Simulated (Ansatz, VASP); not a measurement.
Sb: VASP beside Ansatz

```
Sb
1.0
     2.15060    1.24165    3.85632
    -2.15060    1.24165    3.85632
     0.00000   -2.48330    3.85632
Sb
2
Direct
  0.23364 0.23364 0.23364
  0.76636 0.76636 0.76636
```

Change from the starting cell: zz strain of +3 %, PAW files.

Alike in both runs: task electric field gradients; functional PBE; k mesh 9 × 9 × 9; occupations fermi-dirac, width 0.05 eV; no spin polarisation.

```csv
,VASP,Ansatz
version,VASP 6.6.1,Ansatz 0.2.0
potentials or method,"VASP PAW PBE potentials, release 64 (Sb_d_GW)","PAW with Ansatz's default frozen-core files, scalar-relativistic"
plane-wave cutoff (eV),400,420
valence electrons in the cell,30,30
```

VASP gave:

- pressure (GPa): 1.2
- traceless stress, the component that is largest in VASP (GPa): -0.86
- size of Vzz on the site where it differs most (V/Å²): 38.4

Problem. Estimate Ansatz's values.

Solution. Pressure (GPa): 1.5; traceless stress, the component that is largest in VASP (GPa): -0.86; size of Vzz on the site where it differs most (V/Å²): 39.9.

Neither program's run includes spin-orbit coupling.
